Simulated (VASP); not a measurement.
# ScCu in VASP: further runs, part 3 of 3

VASP 6.6.1.

### Step 6. Electric field gradients, LDA (equal xy, yz and zx shear strains of +1 %)

INCAR

```
ALGO = Normal
EDIFF = 1E-8
ENCUT = 520
GGA = CA
ISIF = 2
ISMEAR = -1
LASPH = True
LCHARG = False
LEFG = True
LREAL = False
LWAVE = False
NBANDS = 18
NELM = 100
PREC = Accurate
SIGMA = 0.05
```

KPOINTS

```
k-points
0
Gamma
  11 11 11
```

POSCAR

```
ScCu
1.0
    3.2560000000      0.0162800000      0.0162800000
    0.0162800000      3.2560000000      0.0162800000
    0.0162800000      0.0162800000      3.2560000000
Sc Cu
1 1
Direct
    0.5000000000      0.5000000000      0.5000000000
    0.0000000000      0.0000000000      0.0000000000
```

Potentials or basis: VASP PAW LDA potentials, release 64 (Sc_sv, Cu).

Launch:

```
$ cat potpaw_LDA.64/Sc_sv/POTCAR potpaw_LDA.64/Cu/POTCAR > POTCAR
$ mpirun -np 1 vasp_std > vasp.out
```

OUTCAR:

```text
EDIFF = 1E-8
   ENCUT = 520
   GGA = CA
   ISIF = 2
   ISMEAR = -1
   LASPH = True
   LREAL = False
   NELM = 100
   PREC = Accurate

 ion  position               nearest neighbor table
   1  0.500  0.500  0.500-   2 2.81   2 2.81   2 2.81   2 2.81   2 2.81   2 2.81   2 2.85   2 2.85

   2  0.000  0.000  0.000-   1 2.81   1 2.81   1 2.81   1 2.81   1 2.81   1 2.81   1 2.85   1 2.85

  LATTYP: Found a trigonal (rhomboedric) cell.
 ALAT       =     3.2560813990
 COS(alpha) =     0.0100244988

  Lattice vectors:

 A1 = (   3.2560000000,   0.0162800000,   0.0162800000)
 A2 = (   0.0162800000,   3.2560000000,   0.0162800000)
 A3 = (   0.0162800000,   0.0162800000,   3.2560000000)

Analysis of symmetry for initial positions (statically):
=====================================================================
 Subroutine PRICEL returns:
 Original cell was already a primitive cell.

 Routine SETGRP: Setting up the symmetry group for a
 trigonal (rhombohedral) supercell.

 Subroutine GETGRP returns: Found 12 space group operations
 (whereof 12 operations were pure point group operations)
 out of a pool of 12 trial point group operations.

The static configuration has the point symmetry D_3d.

Analysis of symmetry for dynamics (positions and initial velocities):
=====================================================================
 Subroutine PRICEL returns:
 Original cell was already a primitive cell.

 Routine SETGRP: Setting up the symmetry group for a
 trigonal (rhombohedral) supercell.

 Subroutine GETGRP returns: Found 12 space group operations
 (whereof 12 operations were pure point group operations)
 out of a pool of 12 trial point group operations.

[... 158 lines left out ...]
      3     -22.6848      2.00000
      4     -22.6824      2.00000
      5      -1.7703      2.00000
      6       1.4069      2.00000
[... 481 lines left out ...]
      5      -0.7363      2.00000
      6       1.6002      2.00000
[... 10 lines left out ...]
     17      11.6408      0.00000
     18      14.1712      0.00000

 [... further k-points ...]

------------------------ aborting loop because EDIFF is reached ----------------------------------------

  FORCE on cell =-STRESS in cart. coord.  units (eV):
  Direction    XX          YY          ZZ          XY          YZ          ZX
  --------------------------------------------------------------------------------------
  -------------------------------------------------------------------------------------
  Total       -1.5333772     -1.5333772     -1.5333772     -0.0828348     -0.0828348     -0.0828348
  in kB      -71.1768642    -71.1768642    -71.1768642     -3.8450561     -3.8450561     -3.8450561
  external PRESSURE =     -71.1768642 kB  Pullay stress =       0.0000000 kB

 VOLUME and BASIS-vectors are now :
 -----------------------------------------------------------------------------
  energy-cutoff  :      520.00
  volume of cell :       34.52
      direct lattice vectors                 reciprocal lattice vectors
     3.256000000  0.016280000  0.016280000     0.307140588 -0.001528063 -0.001528063
     0.016280000  3.256000000  0.016280000    -0.001528063  0.307140588 -0.001528063
     0.016280000  0.016280000  3.256000000    -0.001528063 -0.001528063  0.307140588

 POSITION                                       TOTAL-FORCE (eV/Angst)
 -----------------------------------------------------------------------------------
      1.64428      1.64428      1.64428         0.000000     -0.000000      0.000000
      0.00000      0.00000      0.00000        -0.000000      0.000000      0.000000
 -----------------------------------------------------------------------------------
    total drift:                                0.000000      0.000000     -0.000000

  FREE ENERGIE OF THE ION-ELECTRON SYSTEM (eV)
  ---------------------------------------------------
  free  energy   TOTEN  =       -11.9046165417 eV

  energy  without entropy=      -11.8899282927  energy(sigma->0) =      -11.89727242

 Electric field gradients (V/A^2)
---------------------------------------------------------------------
 ion       V_xx      V_yy      V_zz      V_xy      V_xz      V_yz
---------------------------------------------------------------------
   1      -0.000     0.000    -0.000     0.136     0.136     0.136
   2       0.000     0.000    -0.000    -1.555    -1.555    -1.555
---------------------------------------------------------------------

 Electric field gradients after diagonalization (V/A^2)
 (convention: |V_zz| > |V_xx| > |V_yy|)
----------------------------------------------------------------------
 ion       V_xx      V_yy      V_zz     asymmetry (V_yy - V_xx)/ V_zz
----------------------------------------------------------------------
   1      -0.136    -0.136     0.273       0.000
   2       1.555     1.555    -3.110       0.000
----------------------------------------------------------------------

           NMR quadrupolar parameters

 Cq : quadrupolar parameter    Cq=e*Q*V_zz/h
 eta: asymmetry parameters     (V_yy - V_xx)/ V_zz
 Q  : nuclear electric quadrupole moment in mb (millibarn)
----------------------------------------------------------------------
 ion       Cq(MHz)       eta       Q (mb)
----------------------------------------------------------------------
   1       0.001       0.000       1.000
   2      -0.008       0.000       1.000
----------------------------------------------------------------------
```

OSZICAR:

```text
N       E                     dE             d eps       ncg     rms          rms(c)
DAV:   1     0.211945619129E+03    0.21195E+03   -0.11030E+04  5424   0.169E+03
DAV:   2    -0.482468667438E+01   -0.21677E+03   -0.21138E+03  5304   0.409E+02
DAV:   3    -0.138591071213E+02   -0.90344E+01   -0.88553E+01  7246   0.118E+02
DAV:   4    -0.139916212355E+02   -0.13251E+00   -0.13163E+00  7700   0.132E+01
DAV:   5    -0.139933253406E+02   -0.17041E-02   -0.17038E-02  7292   0.129E+00    0.119E+01
DAV:   6    -0.134564610952E+02    0.53686E+00   -0.20975E+01  5356   0.999E+01    0.733E+00
DAV:   7    -0.119597584875E+02    0.14967E+01   -0.58951E+00  7348   0.474E+01    0.147E+00
DAV:   8    -0.119198462459E+02    0.39912E-01   -0.19131E-01  7812   0.406E+00    0.932E-01
DAV:   9    -0.119108305923E+02    0.90157E-02   -0.92456E-02  7812   0.668E+00    0.539E-01
DAV:  10    -0.119046630449E+02    0.61675E-02   -0.27250E-02  7586   0.342E+00    0.749E-02
DAV:  11    -0.119046139518E+02    0.49093E-04   -0.54847E-04  8482   0.403E-01    0.174E-02
DAV:  12    -0.119046165801E+02   -0.26283E-05   -0.24985E-05  8592   0.588E-02    0.393E-03
DAV:  13    -0.119046167255E+02   -0.14546E-06   -0.13926E-06  8850   0.170E-02    0.330E-03
DAV:  14    -0.119046165571E+02    0.16837E-06   -0.29299E-07  8718   0.111E-02    0.109E-03
DAV:  15    -0.119046165425E+02    0.14658E-07   -0.91634E-08  8440   0.561E-03    0.251E-04
DAV:  16    -0.119046165417E+02    0.75534E-09   -0.33386E-09  2938   0.914E-04
   1 F= -.11904617E+02 E0= -.11897272E+02  d E =-.146882E-01
```

stdout:

```text
POSCAR found type information on POSCAR ScCu
 POSCAR found :  2 types and       2 ions
 scaLAPACK will be used
 LDA part: xc-table for (Slater(with rela. corr.)+CA(PZ))
 , standard interpolation
 POSCAR, INCAR and KPOINTS ok, starting setup
 FFT: planning ... GRIDC
 FFT: planning ... GRID_SOFT
 FFT: planning ... GRID
 WAVECAR not read
 entering main loop
ion   1

ion   2
```

Wall time 59 s (1 thread of Intel Xeon Platinum 8259CL at 2.50GHz (Skylake/Cascade Lake), shared host); peak memory 0.2 GiB.

What came out:

| Quantity | Value |
| --- | --- |
| Free energy | -11.9046 eV |
| Pressure | -7.1 GPa |
| Band gap on the k mesh | zero (bands 11 and 12 overlap by 1.84 eV) |
| Largest electric field gradient by atom | Sc +0.3; Cu -3.1 V/Å² |

Levels at points of the mesh, in eV from the Fermi level:
```
           k point  band 8  band 9  band 10  band 11  band 12  band 13  band 14  band 15
(0.00, 0.00, 0.00)   -3.05   -3.05    -3.01     0.48     0.48     3.12     3.13     3.13
```

Electric field gradients, principal values (V/Å²):
```
atom   least  middle  greatest (by size)
1 Sc  -0.136  -0.136               0.273
2 Cu   1.555   1.555              -3.110
```

Caveat: the cell differs from its parent crystal (equal xy, yz and zx shear strains of +1 %); the cell stands under tension; without QUAD_EFG the Cq values of the log hold for a quadrupole moment of 1 mb, not for the nuclei.

### Step 7. The runs side by side

| cell | gap on the mesh (eV) | pressure (GPa) |
| --- | --- | --- |
| a = 3.289, b = 3.289, c = 3.256 Å, 2 atoms | none | -8.6 |
| a = 3.256 Å, angles 91.1°, 2 atoms | none | -7.1 |
| a = 3.256 Å, angles 90.6°, 2 atoms | none | -7.1 |
| a = 3.256 Å, angles 89.4°, 2 atoms | none | -7.1 |

Alike in all rows: task electric field gradients; level LDA; potentials or basis VASP PAW LDA potentials, release 64 (Sc_sv, Cu); no spin polarisation; k mesh 11 × 11 × 11; cutoff (eV) 520; smearing fermi-dirac 0.05 eV.

Caveats: the cell stands under tension.

Absolute energies hang on the potentials; compare differences alone.
